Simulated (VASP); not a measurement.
# BePt (Fm-3m) in VASP: further runs

The runs below take BePt through single point, with PBE.

Everything below comes from runs of VASP 6.6.1. Logs are shortened: lines on timing, memory, paths and dates and some standing lists are left out, and cuts for length are marked.

## (1) The cell of the first run

It takes space group Fm-3m (No. 225, cubic). Conventional cell: a = 4.666 Å, b = 4.666 Å, c = 4.666 Å, α = 90.00°, β = 90.00°, γ = 90.00°. Within 3.1 Å of Be (site symmetry m-3m) lie 6 Pt at 2.33 Å. Pt (site symmetry m-3m) has 6 Be at 2.33 Å within 3.1 Å.

## (2) Single point, PBE

Contents of INCAR:

```
ALGO = Fast
EDIFF = 1E-6
ENCUT = 520
GGA = PE
ISIF = 2
ISMEAR = -1
LASPH = T
LCHARG = F
LREAL = F
LWAVE = F
NBANDS = 13
NELM = 100
PREC = Accurate
SIGMA = 0.15
```

Contents of KPOINTS:

```
k-points
0
Gamma
  20 20 20
```

Contents of POSCAR:

```
BePt
1.0
    0.0000000000      2.3328724843      2.3328724843
    2.3328724843      0.0000000000      2.3328724843
    2.3328724843      2.3328724843      0.0000000000
Be Pt
1 1
Direct
    0.0000000000      0.0000000000      0.0000000000
    0.5000000000      0.5000000000      0.5000000000
```

Potentials or basis: VASP PAW PBE potentials, release 64 (Be, Pt).

Run with:

```console
cat potpaw_PBE.64/Be/POTCAR potpaw_PBE.64/Pt/POTCAR > POTCAR
mpirun -np 1 vasp_std > vasp.out
```

OUTCAR:

```text
EDIFF = 1E-6
   ENCUT = 520
   GGA = PE
   ISIF = 2
   ISMEAR = -1
   LASPH = T
   LREAL = F
   NELM = 100
   PREC = Accurate

 ion  position               nearest neighbor table
   1  0.000  0.000  0.000-   2 2.33   2 2.33   2 2.33   2 2.33   2 2.33   2 2.33
   2  0.500  0.500  0.500-   1 2.33   1 2.33   1 2.33   1 2.33   1 2.33   1 2.33

  LATTYP: Found a face centered cubic cell.
 ALAT       =     4.6657449686

  Lattice vectors:

 A1 = (   0.0000000000,   2.3328724843,   2.3328724843)
 A2 = (   2.3328724843,   0.0000000000,   2.3328724843)
 A3 = (   2.3328724843,   2.3328724843,   0.0000000000)

Analysis of symmetry for initial positions (statically):
=====================================================================
 Subroutine PRICEL returns:
 Original cell was already a primitive cell.

 Routine SETGRP: Setting up the symmetry group for a
 face centered cubic supercell.

 Subroutine GETGRP returns: Found 48 space group operations
 (whereof 48 operations were pure point group operations)
 out of a pool of 48 trial point group operations.

The static configuration has the point symmetry O_h .

Analysis of symmetry for dynamics (positions and initial velocities):
=====================================================================
 Subroutine PRICEL returns:
 Original cell was already a primitive cell.

 Routine SETGRP: Setting up the symmetry group for a
 face centered cubic supercell.

 Subroutine GETGRP returns: Found 48 space group operations
 (whereof 48 operations were pure point group operations)
 out of a pool of 48 trial point group operations.

The dynamic configuration has the point symmetry O_h .

 Subroutine INISYM returns: Found 48 space group operations
 (whereof 48 operations are pure point group operations),
 and found     1 'primitive' translations

----------------------------------------------------------------------------------------

                                     Primitive cell

  volume of cell :      25.3924

  direct lattice vectors                    reciprocal lattice vectors
     0.000000000  2.332872484  2.332872484    -0.214328046  0.214328046  0.214328046
     2.332872484  0.000000000  2.332872484     0.214328046 -0.214328046  0.214328046
     2.332872484  2.332872484  0.000000000     0.214328046  0.214328046 -0.214328046

  length of vectors
     3.299179907  3.299179907  3.299179907     0.371227064  0.371227064  0.371227064

  position of ions in fractional coordinates (direct lattice)
     0.000000000  0.000000000  0.000000000
[... 83 lines left out ...]
   NFREE  =      0    steps in history (QN), initial steepest desc. (CG)
   ISIF   =      2    stress and relaxation
   ISYM   =      2    0-nonsym 1-usesym 2-fastsym
   POTIM  = 0.5000    time-step for ionic-motion
   TEBEG  =    0.0;   TEEND  =   0.0 temperature during run
   PSTRESS=    0.0 pullay stress
   NELECT =      12.0000    total number of electrons
   NUPDOWN=      -1.0000    fix difference up-down
   EMIN   =  10.00;   EMAX   =-10.00  energy-range for DOS
   EFERMI =   0.00;   METHOD = LEGACY
   ISMEAR =    -1;   SIGMA  =   0.15  broadening in eV -4-tet -1-fermi 0-gaus
   EFERMI_NEDOS =   21; number of points for ismear=-14 and -15
   IALGO  =     68    algorithm
   IMIX   =      4    mixing-type and parameters
     AMIX     =   0.40;   BMIX     =  1.00
     AMIX_MAG =   1.60;   BMIX_MAG =  1.00
  volume/ion in A,a.u.               =      12.70        85.68
  Fermi-wavevector in a.u.,A,eV,Ry     =   1.275169  2.409719 22.123818  1.626055
  Thomas-Fermi vector in A             =   2.407896
   LORBIT       =      0    0 simple, 1 ext, 2 COOP (PROOUT), +10 PAW based schemes
   GGA     = PE    functional components
   LHFCALC =     F    Hartree Fock is set to
   AEXX    =    0.0000 exact exchange contribution
   IVDW    =     0    specifies the selected vdW correction
   LEPSILON=     F    determine dielectric tensor
   LRPA    =     F    only Hartree local field effects (RPA)
 non-spin polarized calculation
 RMM-DIIS sequential band-by-band and
  energy-cutoff  :      520.00
  volume of cell :       25.39
 maximum number of plane-waves:       701
 NGX is ok and might be reduce to    28

 number of electron      12.0000001 magnetization

 Free energy of the ion-electron system (eV)
  ---------------------------------------------------
  ext. energy  EPLUGINS =         0.00000000
  ---------------------------------------------------
  free energy    TOTEN  =       -10.38404843 eV

  energy without entropy =      -10.33446576  energy(sigma->0) =      -10.35925710

 E-fermi :   8.3679     XC(G=0): -11.9099

 val. band max:        8.3599236084   @ k =  -0.3000   0.4000   0.2000
 cond. band min:       8.3829356485   @ k =  -0.4500   0.2000   0.0500
 fundamental gap:      0.0230120401
 Fermi energy:         8.3679137434

 k-point     1 :       0.0000    0.0000    0.0000
  band No.  band energies     occupation
      1      -1.3401      2.00000
      2       4.9406      2.00000
      3       4.9406      2.00000
      4       4.9406      2.00000
      5       5.5124      2.00000
      6       5.5124      2.00000
      7      14.1711      0.00000
      8      14.1711      0.00000
      9      14.1711      0.00000
     10      20.2737      0.00000
     11      26.3187      0.00000
     12      26.9946      0.00000
     13      26.9946      0.00000
[... 354 lines left out ...]
  band No.  band energies     occupation
      1       1.0813      2.00000
      2       4.0904      2.00000
      3       4.0913      2.00000
      4       4.4398      2.00000
      5       6.2291      2.00000
      6       6.4738      1.99999
      7      10.0352      0.00003
      8      16.6928      0.00000
      9      18.2991      0.00000
     10      18.7900      0.00000
     11      20.4679      0.00000
     12      21.0856      0.00000
     13      26.0344      0.00000

 [... further k-points ...]
[... 5 lines left out ...]
  --------------------------------------------------------------------------------------
  -------------------------------------------------------------------------------------
  Total        0.0005027      0.0005027      0.0005027      0.0000000     -0.0000000     -0.0000000
  in kB        0.0317199      0.0317199      0.0317199      0.0000000     -0.0000000     -0.0000000
  external PRESSURE =       0.0317199 kB  Pullay stress =       0.0000000 kB

 VOLUME and BASIS-vectors are now :
 -----------------------------------------------------------------------------
  energy-cutoff  :      520.00
  volume of cell :       25.39
      direct lattice vectors                 reciprocal lattice vectors
     0.000000000  2.332872484  2.332872484    -0.214328046  0.214328046  0.214328046
     2.332872484  0.000000000  2.332872484     0.214328046 -0.214328046  0.214328046
     2.332872484  2.332872484  0.000000000     0.214328046  0.214328046 -0.214328046

 POSITION                                       TOTAL-FORCE (eV/Angst)
 -----------------------------------------------------------------------------------
      0.00000      0.00000      0.00000        -0.000000      0.000000     -0.000000
      2.33287      2.33287      2.33287         0.000000     -0.000000      0.000000
 -----------------------------------------------------------------------------------
    total drift:                                0.000000      0.000000      0.000000

  FREE ENERGIE OF THE ION-ELECTRON SYSTEM (eV)
  ---------------------------------------------------
  free  energy   TOTEN  =       -10.3840484324 eV

  energy  without entropy=      -10.3344657620  energy(sigma->0) =      -10.35925710
```

Run time: 52 s. Hardware: 1 thread of Intel Xeon 6975P-C (Granite Rapids), shared host; peak memory 0.23 GiB.

What came out:

```
Free energy            : -10.3840 eV
Pressure               : 0.0 GPa
Band gap on the k mesh : zero (bands 6 and 7 overlap by 0.80 eV)
```

Levels at points of the mesh, in eV from the Fermi level:
```
           k point  band 4  band 5  band 6  band 7  band 8  band 9
(0.00, 0.00, 0.00)   -3.43   -2.86   -2.86    5.80    5.80    5.80
(0.50, 0.00, 0.00)   -3.39   -1.74   -1.74    0.03    9.98   10.48
(0.50, 0.50, 0.00)   -2.08   -1.31   -1.31    1.73    2.27    2.27
```

Caveat: spin-orbit coupling is left out, which moves the levels of the heavy elements.

## (3) Single point, PBE (13.07 Å³/atom)

This run uses another cell than the first one, of 13.07 Å³/atom.

Contents of INCAR:

```
ALGO = Fast
EDIFF = 1E-7
ENCUT = 520
GGA = PE
ISIF = 2
ISMEAR = 0
LASPH = T
LCHARG = T
LELF = T
LREAL = F
LVHAR = T
LWAVE = F
NBANDS = 13
NELM = 60
PREC = Accurate
SIGMA = 0.1
```

KPOINTS is that of step 2.

Contents of POSCAR:

```
BePt
1.0
    0.0000000000      2.3554952728      2.3554952728
    2.3554952728      0.0000000000      2.3554952728
    2.3554952728      2.3554952728      0.0000000000
Be Pt
1 1
Direct
    0.0000000000      0.0000000000      0.0000000000
    0.5000000000      0.5000000000      0.5000000000
```

Potentials or basis: VASP PAW PBE potentials, release 64 (Be, Pt).

Run with:

```console
cat potpaw_PBE.64/Be/POTCAR potpaw_PBE.64/Pt/POTCAR > POTCAR
mpirun -np 1 vasp_std > vasp.out
```

Wall time 50 s (1 thread of Intel Xeon 6975P-C (Granite Rapids), shared host); peak memory 0.23 GiB.

Results (log left out):

```yaml
Free_energy: -10.3505 eV
Pressure: -4.4 GPa
Band_gap_on_the_k_mesh: zero (bands 6 and 7 overlap by 0.76 eV)
```

Levels at points of the mesh, in eV from the Fermi level:
```tsv
k point	band 2	band 3	band 4	band 5	band 6	band 7	band 8	band 9	band 10	band 11
(0.00, 0.00, 0.00)	-3.27	-3.27	-3.27	-2.74	-2.74	5.78	5.78	5.78	11.93	17.46
(0.50, 0.00, 0.00)	-4.27	-4.27	-3.28	-1.67	-1.67	0.02	9.93	10.27	10.27	10.82
(0.50, 0.50, 0.00)	-4.63	-2.47	-2.00	-1.25	-1.25	1.66	2.31	2.31	10.30	13.28
```

Caveat: the cell stands under tension; spin-orbit coupling is left out, which moves the levels of the heavy elements.

## (4) Single point, PBE (13.45 Å³/atom)

This run uses another cell than the first one, of 13.45 Å³/atom.

Contents of INCAR:

```
PREC = Accurate
ENCUT = 520
EDIFF = 1E-6
ISMEAR = 0
SIGMA = 0.1
LREAL = F
LASPH = T
NELM = 80
ALGO = Fast
ISIF = 2
LWAVE = F
LCHARG = F
GGA = PE
NBANDS = 13
```

Contents of KPOINTS:

```
regular mesh
0
Gamma
  20 20 20
```

Contents of POSCAR:

```
BePt
1.0
    0.0000000000      2.3781456553      2.3781456553
    2.3781456553      0.0000000000      2.3781456553
    2.3781456553      2.3781456553      0.0000000000
Be Pt
1 1
Direct
    0.0000000000      0.0000000000      0.0000000000
    0.5000000000      0.5000000000      0.5000000000
```

Run with:

```console
cat potpaw_PBE.64/Be/POTCAR potpaw_PBE.64/Pt/POTCAR > POTCAR
mpirun -np 1 vasp_std > vasp.out
```

It took 48 s on 1 thread of Intel Xeon 6975P-C (Granite Rapids), shared host; peak memory 0.24 GiB.

The run converged. Its results:

```
Free energy            : -10.3208 eV
Pressure               : -8.1 GPa
Band gap on the k mesh : zero (bands 6 and 7 overlap by 0.74 eV)
```

Levels at points of the mesh, in eV from the Fermi level:
```csv
k point,band 2,band 3,band 4,band 5,band 6,band 7,band 8,band 9,band 10,band 11
"(0.00, 0.00, 0.00)",-3.13,-3.13,-3.13,-2.63,-2.63,5.76,5.76,5.76,11.95,16.98
"(0.50, 0.00, 0.00)",-4.10,-4.10,-3.18,-1.60,-1.60,0.01,9.87,10.05,10.05,10.69
"(0.50, 0.50, 0.00)",-4.42,-2.33,-1.92,-1.21,-1.21,1.58,2.35,2.35,9.95,13.05
```

Caveat: the cell stands under tension; spin-orbit coupling is left out, which moves the levels of the heavy elements.

## (5) Single point, PBE (13.96 Å³/atom)

This run uses another cell than the first one, of 13.96 Å³/atom.

Contents of INCAR:

```
ALGO = Normal ; EDIFF = 1E-6
ENCUT = 520 ; GGA = PE
ISIF = 2 ; ISMEAR = 0
LASPH = T ; LCHARG = F
LREAL = F ; LWAVE = F
NBANDS = 13 ; NELM = 100
PREC = Accurate ; SIGMA = 0.1
```

Contents of KPOINTS:

```
k-points
0
Gamma
  20 20 20
```

Contents of POSCAR:

```
BePt
1.0
    0.0000000000      2.4076908584      2.4076908584
    2.4076908584      0.0000000000      2.4076908584
    2.4076908584      2.4076908584      0.0000000000
Be Pt
1 1
Direct
    0.0000000000      0.0000000000      0.0000000000
    0.5000000000      0.5000000000      0.5000000000
```

Run with:

```console
cat potpaw_PBE.64/Be/POTCAR potpaw_PBE.64/Pt/POTCAR > POTCAR
mpirun -np 1 vasp_std > vasp.out
```

It took 40 s on 1 thread of Intel Xeon 6975P-C (Granite Rapids), shared host; peak memory 0.24 GiB.

The run converged. Its results:

```yaml
Free_energy: -10.2563 eV
Pressure: -12.2 GPa
Band_gap_on_the_k_mesh: zero (bands 6 and 7 overlap by 0.71 eV)
```

Levels at points of the mesh, in eV from the Fermi level:
| k point | band 4 | band 5 | band 6 | band 7 | band 8 | band 9 |
| --- | --- | --- | --- | --- | --- | --- |
| (0.00, 0.00, 0.00) | -2.95 | -2.50 | -2.50 | 5.73 | 5.73 | 5.73 |
| (0.50, 0.00, 0.00) | -3.06 | -1.53 | -1.53 | -0.01 | 9.78 | 9.78 |
| (0.50, 0.50, 0.00) | -1.84 | -1.15 | -1.15 | 1.48 | 2.39 | 2.39 |

Caveat: the cell stands under tension; spin-orbit coupling is left out, which moves the levels of the heavy elements.

## (6) Single point, PBE

This run uses another cell than the first one: it holds 8 atoms, not 2.

Contents of INCAR:

```
PREC = Accurate
ENCUT = 520
EDIFF = 1E-6
ISMEAR = 0
SIGMA = 0.2
LREAL = False
LASPH = True
NELM = 80
ALGO = Normal
ISIF = 2
LWAVE = False
LCHARG = True
GGA = PE
LELF = True
LVHAR = True
NBANDS = 34
```

Contents of KPOINTS:

```
Automatic mesh
0
Gamma
  6 4 4
```

Contents of POSCAR:

```
BePt
1.0
    0.0000000000      2.3324006947      2.3324006947
    4.6648013894      2.3324006947     -2.3324006947
   -4.6648013894      2.3324006947     -2.3324006947
Be Pt
4 4
Direct
    0.0000000000      0.5000000000      0.5000000000
    0.5000000000      1.0000000000      0.5000000000
    0.5000000000      0.5000000000      0.0000000000
    0.0000000000      1.0000000000      1.0000000000
    0.0000000000      0.2500000000      0.7500000000
    0.5000000000      0.7500000000      0.7500000000
    0.5000000000      0.2500000000      0.2500000000
    0.0000000000      0.7500000000      0.2500000000
```

Potentials or basis: VASP PAW PBE potentials, release 64 (Be, Pt).

Run with:

```console
cat potpaw_PBE.64/Be/POTCAR potpaw_PBE.64/Pt/POTCAR > POTCAR
mpirun -np 1 vasp_std > vasp.out
```

OUTCAR:

```text
PREC = Accurate
   ENCUT = 520
   EDIFF = 1E-6
   ISMEAR = 0
   LREAL = False
   LASPH = True
   NELM = 80
   ISIF = 2
   GGA = PE

 ion  position               nearest neighbor table
   1  0.000  0.500  0.500-   5 2.33   6 2.33   7 2.33   8 2.33   6 2.33   7 2.33
   2  0.500  0.000  0.500-   5 2.33   6 2.33   7 2.33   8 2.33   5 2.33   8 2.33
   3  0.500  0.500  0.000-   5 2.33   6 2.33   7 2.33   8 2.33   5 2.33   8 2.33
   4  0.000  0.000  0.000-   5 2.33   6 2.33   7 2.33   8 2.33   6 2.33   7 2.33
[... 1118 lines left out ...]
  Total       -0.0322460      0.0557621      0.0557621      0.0000000      0.2575675     -0.0000000
  in kB       -0.5089636      0.8801363      0.8801363      0.0000000      4.0653898     -0.0000000
  external PRESSURE =       0.4171030 kB  Pullay stress =       0.0000000 kB

 VOLUME and BASIS-vectors are now :
 -----------------------------------------------------------------------------
  energy-cutoff  :      520.00
  volume of cell :      101.51
      direct lattice vectors                 reciprocal lattice vectors
     0.000000000  2.332400695  2.332400695     0.000000000  0.214371399  0.214371399
     4.664801389  2.332400695 -2.332400695     0.107185700  0.107185700 -0.107185700
    -4.664801389  2.332400695 -2.332400695    -0.107185700  0.107185700 -0.107185700

 POSITION                                       TOTAL-FORCE (eV/Angst)
 -----------------------------------------------------------------------------------
      0.00000      2.33240     -2.33240         0.000000      0.000000      0.000000
     -2.33240      2.33240      0.00000         0.000000      0.000000      0.000000
      2.33240      2.33240      0.00000         0.000000      0.000000      0.000000
      0.00000      0.00000      0.00000         0.000000      0.000000      0.000000
     -2.33240      2.33240     -2.33240        -0.000000     -0.000000     -0.000000
      0.00000      4.66480     -2.33240        -0.000000     -0.000000      0.000000
      0.00000      2.33240      0.00000        -0.000000     -0.000000     -0.000000
      2.33240      2.33240     -2.33240         0.000000      0.000000     -0.000000
 -----------------------------------------------------------------------------------
    total drift:                                0.000000      0.000000     -0.000000

  FREE ENERGIE OF THE ION-ELECTRON SYSTEM (eV)
  ---------------------------------------------------
  free  energy   TOTEN  =       -41.4884108257 eV

  energy  without entropy=      -41.4405398705  energy(sigma->0) =      -41.46447535
```

OSZICAR:

```text
N       E                     dE             d eps       ncg     rms          rms(c)
DAV:   1     0.240178251606E+03    0.24018E+03   -0.23134E+04  1904   0.132E+03
DAV:   2    -0.336935991762E+02   -0.27387E+03   -0.25205E+03  2178   0.274E+02
DAV:   3    -0.442660643414E+02   -0.10572E+02   -0.99879E+01  2318   0.575E+01
DAV:   4    -0.444510222096E+02   -0.18496E+00   -0.18365E+00  2128   0.790E+00
DAV:   5    -0.444548352909E+02   -0.38131E-02   -0.38102E-02  2210   0.120E+00    0.191E+01
DAV:   6    -0.416283479180E+02    0.28265E+01   -0.12114E+01  1940   0.200E+01    0.538E+00
DAV:   7    -0.415222954017E+02    0.10605E+00   -0.47390E-01  1998   0.448E+00    0.347E+00
DAV:   8    -0.414893354710E+02    0.32960E-01   -0.98105E-03  2142   0.616E-01    0.467E-01
DAV:   9    -0.414883989748E+02    0.93650E-03   -0.31512E-03  2098   0.339E-01    0.384E-02
DAV:  10    -0.414884231133E+02   -0.24139E-04   -0.10825E-04  2076   0.571E-02    0.384E-02
DAV:  11    -0.414884109967E+02    0.12117E-04   -0.36904E-06  2130   0.120E-02    0.196E-03
DAV:  12    -0.414884108257E+02    0.17102E-06   -0.16084E-07  1128   0.266E-03
   1 F= -.41488411E+02 E0= -.41464475E+02  d E =-.478710E-01
```

Wall time 44 s (1 thread of Intel Xeon 6975P-C (Granite Rapids), shared host); peak memory 0.24 GiB.

Results:

- Free energy: -41.4884 eV
- Pressure: 0.0 GPa
- Band gap on the k mesh: zero (bands 24 and 25 overlap by 0.77 eV)

Levels at points of the mesh, in eV from the Fermi level:
```tsv
k point	band 20	band 21	band 22	band 23	band 24	band 25	band 26	band 27	band 28	band 29
(0.00, 0.00, 0.00)	-1.76	-1.76	-1.76	-1.33	-1.32	0.01	0.01	1.71	2.24	2.24
(0.50, 0.00, 0.00)	-1.32	-1.24	-1.24	0.58	0.58	1.21	1.21	1.21	1.21	3.32
(0.00, 0.50, 0.00)	-2.60	-1.62	-1.62	-0.92	-0.92	0.60	0.60	3.77	3.77	5.39
(0.50, 0.50, 0.00)	-1.62	-0.92	-0.92	-0.92	-0.92	0.60	0.60	0.60	0.60	5.39
(0.00, 0.50, 0.50)	-2.50	-2.37	-2.37	-1.25	-1.25	3.31	3.31	3.61	3.61	4.84
(0.50, 0.50, 0.50)	-1.76	-1.32	-1.32	-1.32	-1.32	0.01	0.01	1.71	1.71	2.24
```

Caveat: spin-orbit coupling is left out, which moves the levels of the heavy elements.

## (7) Overview

```csv
cell,k mesh,smearing,gap on the mesh (eV),pressure (GPa)
"a = 3.299 Å, angles 60.0°, 2 atoms, atomic positions A",20 × 20 × 20,fermi-dirac 0.15 eV,none,0.0
"a = 3.331 Å, angles 60.0°, 2 atoms, atomic positions A",20 × 20 × 20,gaussian 0.1 eV,none,-4.4
"a = 3.363 Å, angles 60.0°, 2 atoms, atomic positions A",20 × 20 × 20,gaussian 0.1 eV,none,-8.1
"a = 3.405 Å, angles 60.0°, 2 atoms, atomic positions A",20 × 20 × 20,gaussian 0.1 eV,none,-12.2
"a = 3.299, b = 5.713, c = 5.713 Å, angles 109.5, 90.0, 90.0°, 8 atoms, atomic positions B",6 × 4 × 4,gaussian 0.2 eV,none,0.0
```

Alike in all rows: task single point; level PBE; potentials or basis VASP PAW PBE potentials, release 64 (Be, Pt); no spin polarisation; cutoff (eV) 520.

Caveats: spin-orbit coupling is left out, which moves the levels of the heavy elements; the cell stands under tension (at least some runs).

Total energies depend on the potentials used, so only differences within one code and one set of settings carry meaning.
